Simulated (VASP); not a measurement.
# Hf (Im-3m) in VASP: notebook

The runs below take Hf through single point, with PBEsol.

All numbers are computed with VASP 6.6.1; they aren't measurements. Logs are shortened: lines on timing, memory, paths and dates and some standing lists are left out, and cuts for length are marked.

## Step 1: The cell of the first run

It takes space group Im-3m (No. 229, cubic). Conventional cell: a = 3.610 Å, b = 3.610 Å, c = 3.610 Å, α = 90.00°, β = 90.00°, γ = 90.00°. Within 4.1 Å of Hf (site symmetry m-3m) lie 14 Hf at 3.13 to 3.61 Å.

## Step 2: Single point, PBEsol, collinear spin, ferromagnetic start

File INCAR:

```
ALGO     = Normal         # electronic algorithm
EDIFF    = 1E-6           # SCF threshold, eV
ENCUT    = 520            # plane-wave cutoff, eV
GGA      = PS             # functional
ISIF     = 2              # what is computed and relaxed
ISMEAR   = -1             # smearing method
ISPIN    = 2              # spin polarisation
LASPH    = T              # aspherical terms in the spheres
LCHARG   = F              # write CHGCAR
LMAXMIX  = 4              # l up to which the mixer works
LORBIT   = 11             # projections on sites
LREAL    = F              # projectors in reciprocal space
LWAVE    = F              # write WAVECAR
MAGMOM   = 0.6            # initial moments
NBANDS   = 15             # bands
NELM     = 150            # most SCF steps
PREC     = Accurate       # precision mode
SIGMA    = 0.05           # smearing width, eV
```

File KPOINTS:

```
k-points
0
Gamma
  13 13 13
```

File POSCAR:

```
Hf
1.0
   -1.8050000000      1.8050000000      1.8050000000
    1.8050000000     -1.8050000000      1.8050000000
    1.8050000000      1.8050000000     -1.8050000000
Hf
1
Direct
    0.0000000000      0.0000000000      0.0000000000
```

Potentials or basis: VASP PAW PBE potentials, release 64 (Hf_pv).

Launch:

```
> cat potpaw_PBE.64/Hf_pv/POTCAR > POTCAR
> mpirun -np 1 vasp_std > vasp.out
```

OUTCAR:

```text
EDIFF = 1E-6
   ENCUT = 520
   GGA = PS
   ISIF = 2
   ISMEAR = -1
   ISPIN = 2
   LASPH = T
   LORBIT = 11
   LREAL = F
   NELM = 150
   PREC = Accurate

 ion  position               nearest neighbor table
   1  0.000  0.000  0.000-

  LATTYP: Found a body centered cubic cell.
 ALAT       =     3.6100000000

  Lattice vectors:

 A1 = (  -1.8050000000,   1.8050000000,   1.8050000000)
 A2 = (   1.8050000000,  -1.8050000000,   1.8050000000)
 A3 = (   1.8050000000,   1.8050000000,  -1.8050000000)

Analysis of symmetry for initial positions (statically):
=====================================================================
 Subroutine PRICEL returns:
 Original cell was already a primitive cell.

 Routine SETGRP: Setting up the symmetry group for a
 body centered cubic supercell.

 Subroutine GETGRP returns: Found 48 space group operations
 (whereof 48 operations were pure point group operations)
 out of a pool of 48 trial point group operations.

The static configuration has the point symmetry O_h .

Analysis of symmetry for dynamics (positions and initial velocities):
=====================================================================
 Subroutine PRICEL returns:
 Original cell was already a primitive cell.

 Routine SETGRP: Setting up the symmetry group for a
 body centered cubic supercell.

 Subroutine GETGRP returns: Found 48 space group operations
 (whereof 48 operations were pure point group operations)
 out of a pool of 48 trial point group operations.

The dynamic configuration has the point symmetry O_h .

Analysis of structural, dynamic, and magnetic symmetry:
=====================================================================
 Subroutine PRICEL returns:
 Original cell was already a primitive cell.

 Routine SETGRP: Setting up the symmetry group for a
 body centered cubic supercell.

 Subroutine GETGRP returns: Found 48 space group operations
 (whereof 48 operations were pure point group operations)
 out of a pool of 48 trial point group operations.

The overall configuration has the point symmetry O_h .

 Subroutine INISYM returns: Found 48 space group operations
 (whereof 48 operations are pure point group operations),
 and found     1 'primitive' translations

----------------------------------------------------------------------------------------

                                     Primitive cell

  volume of cell :      23.5229

  direct lattice vectors                    reciprocal lattice vectors
    -1.805000000  1.805000000  1.805000000     0.000000000  0.277008310  0.277008310
     1.805000000 -1.805000000  1.805000000     0.277008310  0.000000000  0.277008310
     1.805000000  1.805000000 -1.805000000     0.277008310  0.277008310  0.000000000

  length of vectors
     3.126351708  3.126351708  3.126351708     0.391748909  0.391748909  0.391748909

  position of ions in fractional coordinates (direct lattice)
     0.000000000  0.000000000  0.000000000

  ion indices of the primitive-cell ions
   primitive index   ion index
                 1           1

----------------------------------------------------------------------------------------

 KPOINTS: k-points

Automatic generation of k-mesh.
 Grid dimensions read from file:
 generate k-points for:   13   13   13

 Generating k-lattice:

  Cartesian coordinates                     Fractional coordinates (reciprocal lattice)
     0.000000000  0.021308332  0.021308332     0.076923077  0.000000000  0.000000000
     0.021308332  0.000000000  0.021308332     0.000000000  0.076923077  0.000000000
     0.021308332  0.021308332  0.000000000     0.000000000  0.000000000  0.076923077

  Length of vectors
     0.030134531  0.030134531  0.030134531

  Shift w.r.t. Gamma in fractional coordinates (k-lattice)
     0.000000000  0.000000000  0.000000000

 Subroutine IBZKPT returns following result:
 ===========================================

 Found     84 irreducible k-points:

 Following reciprocal coordinates:
            Coordinates               Weight
  0.000000  0.000000  0.000000      1.000000
  0.076923  0.000000  0.000000     12.000000
  0.153846  0.000000  0.000000     12.000000
  0.230769  0.000000  0.000000     12.000000
  0.307692  0.000000  0.000000     12.000000
  0.384615  0.000000  0.000000     12.000000
[... 16 lines left out ...]
  0.153846  0.076923  0.076923     24.000000
  0.230769  0.076923  0.076923     24.000000
 [... further k-points ...]
   k-points           NKPTS =     84   k-points in BZ     NKDIM =     84   number of bands    NBANDS=     15
   number of dos      NEDOS =    301   number of ions     NIONS =      1
   total plane-waves  NPLWV =  13824
   dimension x,y,z NGX =    24 NGY =   24 NGZ =   24
   dimension x,y,z NGXF=    48 NGYF=   48 NGZF=   48
   ions per type =               1
   NGX,Y,Z   is equivalent  to a cutoff of  12.76, 12.76, 12.76 a.u.
   NGXF,Y,Z  is equivalent  to a cutoff of  25.52, 25.52, 25.52 a.u.
 SYSTEM =  unknown system
   PREC   = accura    normal or accurate (medium, high low for compatibility)
   ISTART =      0    job   : 0-new  1-cont  2-samecut
   ICHARG =      2    charge: 1-file 2-atom 10-const
   ISPIN  =      2    spin polarized calculation?
   LNONCOLLINEAR =      F non collinear calculations
   LSORBIT =      F    spin-orbit coupling
   LASPH  =      T    aspherical Exc in radial PAW
   ENCUT  =  520.0 eV  38.22 Ry    6.18 a.u.   5.81  5.81  5.81*2*pi/ulx,y,z
   NELM   =    150;   NELMIN=  2; NELMDL= -5     # of ELM steps
   EDIFF  = 0.1E-05   stopping-criterion for ELM
   LREAL  =      F    real-space projection
   EDIFFG = 0.1E-04   stopping-criterion for IOM
   NSW    =      0    number of steps for IOM
   IBRION =     -1    ionic relax: 0-MD 1-quasi-New 2-CG
   NFREE  =      0    steps in history (QN), initial steepest desc. (CG)
   ISIF   =      2    stress and relaxation
   ISYM   =      2    0-nonsym 1-usesym 2-fastsym
   POTIM  = 0.5000    time-step for ionic-motion
   TEBEG  =    0.0;   TEEND  =   0.0 temperature during run
   PSTRESS=    0.0 pullay stress
   NELECT =      10.0000    total number of electrons
   NUPDOWN=      -1.0000    fix difference up-down
   EMIN   =  10.00;   EMAX   =-10.00  energy-range for DOS
   EFERMI =   0.00;   METHOD = LEGACY
   ISMEAR =    -1;   SIGMA  =   0.05  broadening in eV -4-tet -1-fermi 0-gaus
   EFERMI_NEDOS =   21; number of points for ismear=-14 and -15
   IALGO  =     38    algorithm
   IMIX   =      4    mixing-type and parameters
     AMIX     =   0.40;   BMIX     =  1.00
     AMIX_MAG =   1.60;   BMIX_MAG =  1.00
  volume/ion in A,a.u.               =      23.52       158.74
  Fermi-wavevector in a.u.,A,eV,Ry     =   1.230961  2.326179 20.616432  1.515265
  Thomas-Fermi vector in A             =   2.365789
   LORBIT       =     11    0 simple, 1 ext, 2 COOP (PROOUT), +10 PAW based schemes
   GGA     = PS    functional components
   LHFCALC =     F    Hartree Fock is set to
   AEXX    =    0.0000 exact exchange contribution
   IVDW    =     0    specifies the selected vdW correction
   LEPSILON=     F    determine dielectric tensor
   LRPA    =     F    only Hartree local field effects (RPA)
 spin polarized calculation
  energy-cutoff  :      520.00
  volume of cell :       23.52
 maximum number of plane-waves:       650
   NGX = 11   NGY = 11   NGZ = 11

 number of electron      10.0000001 magnetization       0.0013998

 Free energy of the ion-electron system (eV)
  ---------------------------------------------------
  ext. energy  EPLUGINS =         0.00000000
  ---------------------------------------------------
  free energy    TOTEN  =       -10.26879533 eV

  energy without entropy =      -10.25099834  energy(sigma->0) =      -10.25989683

 E-fermi :   4.0815     XC(G=0): -11.1643

 val. band max:        4.0709161313   @ k =  -0.3077  -0.4615   0.0769
 cond. band min:       4.0868853651   @ k =  -0.3846  -0.4615   0.0769
 fundamental gap:      0.0159692338
 Fermi energy:         4.0815274951

 spin component 1

 k-point     1 :       0.0000    0.0000    0.0000
  band No.  band energies     occupation
      1     -25.8912      1.00000
      2     -25.8912      1.00000
      3     -25.8912      1.00000
      4      -2.7911      1.00000
      5       5.5545      0.00000
      6       5.5545      0.00000
      7       5.5545      0.00000
      8       8.2046      0.00000
      9       8.2046      0.00000
     10      17.1429      0.00000
     11      17.1692      0.00000
     12      17.1692      0.00000
     13      17.1692      0.00000
     14      26.2298      0.00000
     15      26.2298      0.00000
[... 397 lines left out ...]
 k-point    24 :       0.2308    0.0769    0.0769
  band No.  band energies     occupation
      1     -26.3873      1.00000
      2     -26.0437      1.00000
      3     -25.9277      1.00000
      4       0.1946      1.00000
      5       3.9801      0.88377
      6       4.0640      0.58668
      7       8.0420      0.00000
      8       8.5529      0.00000
      9       9.2896      0.00000
     10      16.0895      0.00000
     11      16.6644      0.00000
     12      17.1726      0.00000
     13      19.1811      0.00000
     14      20.6167      0.00000
     15      25.8398      0.00000

 [... further k-points ...]

 spin component 2

 k-point     1 :       0.0000    0.0000    0.0000
  band No.  band energies     occupation
      1     -25.8907      1.00000
      2     -25.8907      1.00000
      3     -25.8907      1.00000
      4      -2.7900      1.00000
      5       5.5554      0.00000
      6       5.5554      0.00000
      7       5.5554      0.00000
      8       8.2052      0.00000
      9       8.2052      0.00000
     10      17.1432      0.00000
     11      17.1704      0.00000
     12      17.1704      0.00000
     13      17.1704      0.00000
     14      26.2306      0.00000
     15      26.2306      0.00000
[... 397 lines left out ...]
 k-point    24 :       0.2308    0.0769    0.0769
  band No.  band energies     occupation
      1     -26.3868      1.00000
      2     -26.0432      1.00000
      3     -25.9272      1.00000
      4       0.1957      1.00000
      5       3.9811      0.88166
      6       4.0650      0.58192
      7       8.0427      0.00000
      8       8.5535      0.00000
      9       9.2905      0.00000
     10      16.0904      0.00000
     11      16.6653      0.00000
     12      17.1730      0.00000
     13      19.1820      0.00000
     14      20.6178      0.00000
     15      25.8409      0.00000

 [... further k-points ...]
[... 5 lines left out ...]
  --------------------------------------------------------------------------------------
  -------------------------------------------------------------------------------------
  Total       -1.3586232     -1.3586232     -1.3586232     -0.0000000     -0.0000000     -0.0000000
  in kB      -92.5375522    -92.5375522    -92.5375522     -0.0000000     -0.0000000     -0.0000000
  external PRESSURE =     -92.5375522 kB  Pullay stress =       0.0000000 kB

 VOLUME and BASIS-vectors are now :
 -----------------------------------------------------------------------------
  energy-cutoff  :      520.00
  volume of cell :       23.52
      direct lattice vectors                 reciprocal lattice vectors
    -1.805000000  1.805000000  1.805000000     0.000000000  0.277008310  0.277008310
     1.805000000 -1.805000000  1.805000000     0.277008310  0.000000000  0.277008310
     1.805000000  1.805000000 -1.805000000     0.277008310  0.277008310  0.000000000

 POSITION                                       TOTAL-FORCE (eV/Angst)
 -----------------------------------------------------------------------------------
      0.00000      0.00000      0.00000        -0.000000     -0.000000     -0.000000
 -----------------------------------------------------------------------------------
    total drift:                                0.000000      0.000000     -0.000000

  FREE ENERGIE OF THE ION-ELECTRON SYSTEM (eV)
  ---------------------------------------------------
  free  energy   TOTEN  =       -10.2687953267 eV

  energy  without entropy=      -10.2509983379  energy(sigma->0) =      -10.25989683

 total charge

# of ion       s       p       d       tot
------------------------------------------
    1        0.372   6.345   1.529   8.246

 magnetization (x)

# of ion       s       p       d       tot
------------------------------------------
    1        0.000   0.000   0.001   0.001
```

Wall time 16 s (1 thread of Intel Xeon 6975P-C (Granite Rapids), shared host); peak memory 0.17 GiB.

What came out:

```
Free energy                                           : -10.2688 eV
Pressure                                              : -9.3 GPa
Band gap on the k mesh                                : zero (filled and empty bands overlap)
Net moment                                            : 0.00 μB per cell
Valence electrons inside the program's atomic spheres : Hf 8.25
```

Caveat: the PAW data sets were made with another functional, which shifts forces and pressure a little; spin-orbit coupling is left out, which moves the levels of the heavy elements.

## Step 3: Single point, PBEsol, collinear spin, ferromagnetic start

File INCAR:

```
ALGO = Normal ; EDIFF = 1E-7
ENCUT = 520 ; GGA = PS
ISIF = 2 ; ISMEAR = -1
ISPIN = 2 ; LASPH = T
LCHARG = T ; LELF = T
LMAXMIX = 4 ; LORBIT = 11
LREAL = F ; LVHAR = T
LWAVE = F ; MAGMOM = 0.4
NBANDS = 15 ; NELM = 150
NUPDOWN = 0.4 ; PREC = Accurate
SIGMA = 0.05
```

KPOINTS is that of step 2.

POSCAR is that of step 2.

Potentials or basis: VASP PAW PBE potentials, release 64 (Hf_pv).

Launch:

```
> cat potpaw_PBE.64/Hf_pv/POTCAR > POTCAR
> mpirun -np 1 vasp_std > vasp.out
```

Run time: 16 s. Hardware: 1 thread of Intel Xeon 6975P-C (Granite Rapids), shared host; peak memory 0.17 GiB.

It converged, with:

```yaml
Free_energy: -10.2594 eV
Pressure: -9.0 GPa
Net_moment: 0.40 μB per cell
Site_moments: Hf +0.27 μB
Valence_electrons_inside_the_program's_atomic_spheres: Hf 8.25
```

Caveat: the PAW data sets were made with another functional, which shifts forces and pressure a little; spin-orbit coupling is left out, which moves the levels of the heavy elements; the total moment is fixed, so each spin has its own Fermi level.

## Step 4: Single point, PBEsol, collinear spin, ferromagnetic start

File INCAR:

```
PREC = Accurate
ENCUT = 520
EDIFF = 1E-6
ISMEAR = -1
SIGMA = 0.05
LREAL = False
LASPH = True
NELM = 150
ALGO = Normal
ISIF = 2
LWAVE = False
LCHARG = True
ISPIN = 2
MAGMOM = 0.6
LORBIT = 11
NUPDOWN = 0.6
LMAXMIX = 4
GGA = PS
LELF = True
LVHAR = True
NBANDS = 15
```

File KPOINTS:

```
regular mesh
0
Gamma
  13 13 13
```

POSCAR is that of step 3.

Launch:

```
> cat potpaw_PBE.64/Hf_pv/POTCAR > POTCAR
> mpirun -np 1 vasp_std > vasp.out
```

Wall time 16 s (1 thread of Intel Xeon 6975P-C (Granite Rapids), shared host); peak memory 0.17 GiB.

It converged, with:

- Free energy: -10.2478 eV
- Pressure: -8.7 GPa
- Net moment: 0.60 μB per cell
- Site moments: Hf +0.40 μB
- Valence electrons inside the program's atomic spheres: Hf 8.25

Caveat: the PAW data sets were made with another functional, which shifts forces and pressure a little; spin-orbit coupling is left out, which moves the levels of the heavy elements; the total moment is fixed, so each spin has its own Fermi level.

## Step 5: Summary

```tsv
fixed moment (μB)	pressure (GPa)	moment (μB)
-	-9.3	0.00
0.4	-9.0	0.40
0.6	-8.7	0.60
```

Alike in all rows: task single point; level PBEsol; potentials or basis VASP PAW PBE potentials, release 64 (Hf_pv); spin collinear, ferromagnetic start; cell as given; k mesh 13 × 13 × 13; cutoff (eV) 520; smearing fermi-dirac 0.05 eV.

Caveats: the PAW data sets were made with another functional, which shifts forces and pressure a little; spin-orbit coupling is left out, which moves the levels of the heavy elements; the total moment is fixed, so each spin has its own Fermi level (some runs).

Total energies depend on the potentials used, so only differences within one code and one set of settings carry meaning.
